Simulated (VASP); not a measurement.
# Mg2Sn (Fm-3m) in VASP: notebook

The runs below take Mg2Sn through single point, with r2SCAN.

Everything below comes from runs of VASP 6.6.1. Logs are shortened: lines on timing, memory, paths and dates and some standing lists are left out, and cuts for length are marked.

## 1. The cell of the first run

The structure is cubic, space group Fm-3m (No. 225). Conventional cell: a = 6.759 Å, b = 6.759 Å, c = 6.759 Å, α = 90.00°, β = 90.00°, γ = 90.00°. Mg (site symmetry -43m) has 4 Sn at 2.93 Å and 6 Mg at 3.38 Å within 3.9 Å. Sn (site symmetry m-3m) has 8 Mg at 2.93 Å within 3.9 Å.

## 2. Single point, r2SCAN

The input, POSCAR:

```
Mg2Sn
1.0
    0.0000000000      3.3795003521      3.3795003521
    3.3795003521      0.0000000000      3.3795003521
    3.3795003521      3.3795003521      0.0000000000
Mg Sn
2 1
Direct
    0.2500000000      0.2500000000      0.2500000000
    0.7500000000      0.7500000000      0.7500000000
    0.0000000000      0.0000000000      0.0000000000
```

The input, INCAR.step1:

```
SYSTEM = Mg2Sn
ALGO = Normal
EDIFF = 1E-5
ENCUT = 660
GGA = PE
GGA_COMPAT = .False.
ISMEAR = 0
LASPH = .True.
LCHARG = .False.
LREAL = .False.
LWAVE = .True.
NBANDS = 16
NELM = 120
PREC = Accurate
SIGMA = 0.05
```

The input, INCAR.step2:

```
SYSTEM = Mg2Sn
ALGO = Normal
EDIFF = 1E-6
ENCUT = 660
GGA_COMPAT = .False.
ISIF = 2
ISMEAR = 0
ISTART = 1
LASPH = .True.
LCHARG = .False.
LMIXTAU = .True.
LREAL = .False.
LWAVE = .False.
METAGGA = R2SCAN
NBANDS = 16
NELM = 120
PREC = Accurate
SIGMA = 0.05
```

The input, KPOINTS:

```
k-points
0
Gamma
  10 10 10
  0 0 0
```

Potentials or basis: VASP PAW PBE potentials, release 64 (Mg, Sn_d).

Run with:

```bash
> cat potpaw_PBE.64/Mg/POTCAR potpaw_PBE.64/Sn_d/POTCAR > POTCAR
> cp INCAR.step1 INCAR
> mpirun -np 1 vasp_std > vasp.out
> cp INCAR.step2 INCAR
> mpirun -np 1 vasp_std > vasp.out
```

OUTCAR:

```text
SYSTEM = Mg2Sn
   EDIFF = 1E-6
   ENCUT = 660
   ISIF = 2
   ISMEAR = 0
   ISTART = 1
   LASPH = .True.
   LREAL = .False.
   METAGGA = R2SCAN
   NELM = 120
   PREC = Accurate

 ion  position               nearest neighbor table
   1  0.250  0.250  0.250-   3 2.93   3 2.93   3 2.93   3 2.93   2 3.38   2 3.38   2 3.38   2 3.38
                             2 3.38   2 3.38
   2  0.750  0.750  0.750-   3 2.93   3 2.93   3 2.93   3 2.93   1 3.38   1 3.38   1 3.38   1 3.38
                             1 3.38   1 3.38
   3  0.000  0.000  0.000-   2 2.93   2 2.93   2 2.93   1 2.93   2 2.93   1 2.93   1 2.93   1 2.93

  LATTYP: Found a face centered cubic cell.
 ALAT       =     6.7590007042

  Lattice vectors:

 A1 = (   0.0000000000,   3.3795003521,   3.3795003521)
 A2 = (   3.3795003521,   0.0000000000,   3.3795003521)
 A3 = (   3.3795003521,   3.3795003521,   0.0000000000)

Analysis of symmetry for initial positions (statically):
=====================================================================
 Subroutine PRICEL returns:
 Original cell was already a primitive cell.

 Routine SETGRP: Setting up the symmetry group for a
 face centered cubic supercell.

 Subroutine GETGRP returns: Found 48 space group operations
 (whereof 48 operations were pure point group operations)
 out of a pool of 48 trial point group operations.

The static configuration has the point symmetry O_h .

Analysis of symmetry for dynamics (positions and initial velocities):
=====================================================================
 Subroutine PRICEL returns:
 Original cell was already a primitive cell.

 Routine SETGRP: Setting up the symmetry group for a
 face centered cubic supercell.

 Subroutine GETGRP returns: Found 48 space group operations
 (whereof 48 operations were pure point group operations)
 out of a pool of 48 trial point group operations.

The dynamic configuration has the point symmetry O_h .

 Subroutine INISYM returns: Found 48 space group operations
 (whereof 48 operations are pure point group operations),
 and found     1 'primitive' translations

----------------------------------------------------------------------------------------

                                     Primitive cell

  volume of cell :      77.1947

  direct lattice vectors                    reciprocal lattice vectors
     0.000000000  3.379500352  3.379500352    -0.147950865  0.147950865  0.147950865
     3.379500352  0.000000000  3.379500352     0.147950865 -0.147950865  0.147950865
     3.379500352  3.379500352  0.000000000     0.147950865  0.147950865 -0.147950865

  length of vectors
     4.779335232  4.779335232  4.779335232     0.256258415  0.256258415  0.256258415

  position of ions in fractional coordinates (direct lattice)
     0.250000000  0.250000000  0.250000000
     0.750000000  0.750000000  0.750000000
     0.000000000  0.000000000  0.000000000

  ion indices of the primitive-cell ions
   primitive index   ion index
                 1           1
                 2           2
                 3           3

----------------------------------------------------------------------------------------

 KPOINTS: k-points

Automatic generation of k-mesh.
 Grid dimensions read from file:
 generate k-points for:   10   10   10

 Generating k-lattice:

  Cartesian coordinates                     Fractional coordinates (reciprocal lattice)
    -0.014795086  0.014795086  0.014795086     0.100000000  0.000000000  0.000000000
     0.014795086 -0.014795086  0.014795086     0.000000000  0.100000000  0.000000000
     0.014795086  0.014795086 -0.014795086     0.000000000  0.000000000  0.100000000

  Length of vectors
     0.025625842  0.025625842  0.025625842

  Shift w.r.t. Gamma in fractional coordinates (k-lattice)
     0.000000000  0.000000000  0.000000000

 Subroutine IBZKPT returns following result:
 ===========================================

 Found     47 irreducible k-points:

 Following reciprocal coordinates:
            Coordinates               Weight
  0.000000  0.000000  0.000000      1.000000
  0.100000  0.000000  0.000000      8.000000
  0.200000  0.000000  0.000000      8.000000
  0.300000  0.000000  0.000000      8.000000
  0.400000  0.000000  0.000000      8.000000
  0.500000  0.000000  0.000000      4.000000
[... 16 lines left out ...]
  0.300000  0.300000  0.000000      6.000000
  0.400000  0.300000  0.000000     24.000000
 [... further k-points ...]
   k-points           NKPTS =     47   k-points in BZ     NKDIM =     47   number of bands    NBANDS=     16
   number of dos      NEDOS =    301   number of ions     NIONS =      3
   total plane-waves  NPLWV =  64000
   dimension x,y,z NGX =    40 NGY =   40 NGZ =   40
   dimension x,y,z NGXF=    80 NGYF=   80 NGZF=   80
   ions per type =               2   1
   NGX,Y,Z   is equivalent  to a cutoff of  13.91, 13.91, 13.91 a.u.
   NGXF,Y,Z  is equivalent  to a cutoff of  27.83, 27.83, 27.83 a.u.
 SYSTEM =  Mg2Sn
   PREC   = accura    normal or accurate (medium, high low for compatibility)
   ISTART =      1    job   : 0-new  1-cont  2-samecut
   ICHARG =      0    charge: 1-file 2-atom 10-const
   ISPIN  =      1    spin polarized calculation?
   LNONCOLLINEAR =      F non collinear calculations
   LSORBIT =      F    spin-orbit coupling
   LASPH  =      T    aspherical Exc in radial PAW
   ENCUT  =  660.0 eV  48.51 Ry    6.96 a.u.  10.01 10.01 10.01*2*pi/ulx,y,z
   NELM   =    120;   NELMIN=  2; NELMDL=  0     # of ELM steps
   EDIFF  = 0.1E-05   stopping-criterion for ELM
   LREAL  =      F    real-space projection
   EDIFFG = 0.1E-04   stopping-criterion for IOM
   NSW    =      0    number of steps for IOM
   IBRION =     -1    ionic relax: 0-MD 1-quasi-New 2-CG
   NFREE  =      0    steps in history (QN), initial steepest desc. (CG)
   ISIF   =      2    stress and relaxation
   ISYM   =      2    0-nonsym 1-usesym 2-fastsym
   POTIM  = 0.5000    time-step for ionic-motion
   TEBEG  =    0.0;   TEEND  =   0.0 temperature during run
   PSTRESS=    0.0 pullay stress
   NELECT =      18.0000    total number of electrons
   NUPDOWN=      -1.0000    fix difference up-down
   EMIN   =  10.00;   EMAX   =-10.00  energy-range for DOS
   EFERMI =   0.00;   METHOD = LEGACY
   ISMEAR =     0;   SIGMA  =   0.05  broadening in eV -4-tet -1-fermi 0-gaus
   EFERMI_NEDOS =   21; number of points for ismear=-14 and -15
   IALGO  =     38    algorithm
   IMIX   =      4    mixing-type and parameters
     AMIX     =   0.40;   BMIX     =  1.00
     AMIX_MAG =   1.60;   BMIX_MAG =  1.00
  volume/ion in A,a.u.               =      25.73       173.65
  Fermi-wavevector in a.u.,A,eV,Ry     =   1.007635  1.904154 13.814375  1.015328
  Thomas-Fermi vector in A             =   2.140452
   LORBIT       =      0    0 simple, 1 ext, 2 COOP (PROOUT), +10 PAW based schemes
   METAGGA = R2SCAN    functional components
   LHFCALC =     F    Hartree Fock is set to
   AEXX    =    0.0000 exact exchange contribution
   IVDW    =     0    specifies the selected vdW correction
   LEPSILON=     F    determine dielectric tensor
   LRPA    =     F    only Hartree local field effects (RPA)
 non-spin polarized calculation
 Gauss-broadening in eV      SIGMA  =   0.05
  energy-cutoff  :      660.00
  volume of cell :       77.19
 maximum number of plane-waves:      2996
   NGX = 21   NGY = 21   NGZ = 21

 number of electron      18.0000002 magnetization

 Free energy of the ion-electron system (eV)
  ---------------------------------------------------
  ext. energy  EPLUGINS =         0.00000000
  ---------------------------------------------------
  free energy    TOTEN  =       -33.83097850 eV

  energy without entropy =      -33.83097093  energy(sigma->0) =      -33.83097471

 E-fermi :   4.2823     XC(G=0):  -9.2996

 val. band max:        4.1941634947   @ k =   0.0000   0.0000   0.0000
 cond. band min:       4.3704263680   @ k =   0.5000   0.5000   0.0000
 fundamental gap:      0.1762628733
 Fermi energy:         4.2822949209

 k-point     1 :       0.0000    0.0000    0.0000
  band No.  band energies     occupation
      1     -17.2637      2.00000
      2     -17.2637      2.00000
      3     -17.2637      2.00000
      4     -17.2163      2.00000
      5     -17.2163      2.00000
      6      -5.2990      2.00000
[... 8 lines left out ...]
     15       9.9620      0.00000
     16       9.9620      0.00000

 k-point     2 :       0.1000    0.0000    0.0000
  band No.  band energies     occupation
      1     -17.2636      2.00000
      2     -17.2633      2.00000
      3     -17.2633      2.00000
      4     -17.2162      2.00000
      5     -17.2162      2.00000
      6      -5.2131      2.00000
[... 8 lines left out ...]
     15       9.3168      0.00000
     16       9.6053      0.00000

 k-point     3 :       0.2000    0.0000    0.0000
  band No.  band energies     occupation
      1     -17.2633      2.00000
      2     -17.2623      2.00000
      3     -17.2623      2.00000
      4     -17.2161      2.00000
      5     -17.2161      2.00000
      6      -4.9633      2.00000
[... 8 lines left out ...]
     15       8.9547      0.00000
     16       9.6980      0.00000

 k-point     4 :       0.3000    0.0000    0.0000
  band No.  band energies     occupation
      1     -17.2630      2.00000
      2     -17.2611      2.00000
      3     -17.2611      2.00000
      4     -17.2158      2.00000
      5     -17.2158      2.00000
      6      -4.5828      2.00000
[... 8 lines left out ...]
     15       9.5137      0.00000
     16      10.0558      0.00000
[... 324 lines left out ...]
 k-point    22 :      -0.2000    0.2000    0.0000
  band No.  band energies     occupation
      1     -17.2626      2.00000
      2     -17.2608      2.00000
      3     -17.2606      2.00000
      4     -17.2162      2.00000
      5     -17.2154      2.00000
      6      -4.4521      2.00000
[... 8 lines left out ...]
     15      11.3933      0.00000
     16      11.9492      0.00000

 k-point    23 :       0.3000    0.3000    0.0000
  band No.  band energies     occupation
      1     -17.2661      2.00000
      2     -17.2583      2.00000
      3     -17.2583      2.00000
      4     -17.2179      2.00000
      5     -17.2138      2.00000
      6      -4.3298      2.00000
[... 8 lines left out ...]
     15      11.0050      0.00000
     16      12.8119      0.00000

 k-point    24 :       0.4000    0.3000    0.0000
  band No.  band energies     occupation
      1     -17.2661      2.00000
      2     -17.2575      2.00000
      3     -17.2573      2.00000
      4     -17.2181      2.00000
      5     -17.2134      2.00000
      6      -3.9972      2.00000
[... 8 lines left out ...]
     15      12.1759      0.00000
     16      12.7696      0.00000

 [... further k-points ...]

------------------------ aborting loop because EDIFF is reached ----------------------------------------

  FORCE on cell =-STRESS in cart. coord.  units (eV):
  Direction    XX          YY          ZZ          XY          YZ          ZX
  --------------------------------------------------------------------------------------
  -------------------------------------------------------------------------------------
  Total       -0.0642187     -0.0642187     -0.0642187     -0.0000000      0.0000000     -0.0000000
  in kB       -1.3328598     -1.3328598     -1.3328598     -0.0000000      0.0000000     -0.0000000
  external PRESSURE =      -1.3328598 kB  Pullay stress =       0.0000000 kB

 VOLUME and BASIS-vectors are now :
 -----------------------------------------------------------------------------
  energy-cutoff  :      660.00
  volume of cell :       77.19
      direct lattice vectors                 reciprocal lattice vectors
     0.000000000  3.379500352  3.379500352    -0.147950865  0.147950865  0.147950865
     3.379500352  0.000000000  3.379500352     0.147950865 -0.147950865  0.147950865
     3.379500352  3.379500352  0.000000000     0.147950865  0.147950865 -0.147950865

 POSITION                                       TOTAL-FORCE (eV/Angst)
 -----------------------------------------------------------------------------------
      1.68975      1.68975      1.68975         0.000000      0.000000      0.000000
      5.06925      5.06925      5.06925        -0.000000     -0.000000     -0.000000
      0.00000      0.00000      0.00000         0.000000     -0.000000      0.000000
 -----------------------------------------------------------------------------------
    total drift:                               -0.000000      0.000000      0.000000

  FREE ENERGIE OF THE ION-ELECTRON SYSTEM (eV)
  ---------------------------------------------------
  free  energy   TOTEN  =       -33.8309784992 eV

  energy  without entropy=      -33.8309709261  energy(sigma->0) =      -33.83097471
```

Wall time 3.2 min (1 thread of Intel Xeon Platinum 8488C (Sapphire Rapids), shared host); peak memory 0.31 GiB.

Results:

```yaml
Free_energy: -33.8310 eV
Pressure: -0.1 GPa
```

Caveat: the PAW data sets were made with another functional, which shifts forces and pressure a little; spin-orbit coupling is left out, which moves the levels of the heavy elements.

(Part 1 of 2 ends here.)
